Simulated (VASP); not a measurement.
Runs of VASP 6.6.1 on ReSb. The structure is that of space group F-43m (No. 216), or close to it. The cells are those of the table. 

```tsv
cell	gap on the mesh (eV)	pressure (GPa)	largest force (eV/Å)
a = 3.983 Å, angles 60.0°, 2 atoms	none	(b)	-
a = 4.208, b = 4.271 Å, angles 59.5, 59.0, 59.5°, 2 atoms	none	0.2	(a)
a = 4.263 Å, angles 60.0°, 2 atoms	none	-3.8	-
a = 4.212 Å, angles 60.0°, 2 atoms	none	-0.2	-
a = 4.208 Å, angles 60.0°, 2 atoms	none	0.4	0.90
a = 4.136 Å, angles 60.0°, 2 atoms	none	6.5	-
a = 4.179 Å, angles 60.0°, 2 atoms	none	(c)	-
a = 4.236 Å, angles 60.0°, 2 atoms	none	-1.9	-
```

Alike in all rows: task single point; level PBEsol; potentials or basis VASP PAW PBE potentials, release 64 (Re, Sb); no spin polarisation; k mesh 10 × 10 × 10; cutoff (eV) 520; smearing gaussian 0.05 eV.

Question: Fill in the values left out.

Answer: (a) 0.62; (b) 25.9; (c) 2.4.

Caveats: the PAW data sets were made with another functional, which shifts forces and pressure a little; spin-orbit coupling is left out, which moves the levels of the heavy elements.

A k mesh can miss the band edges, and the runs leave out spin-orbit coupling on Re, Sb.

A gap of «none» marks levels without a gap at the run's occupations.
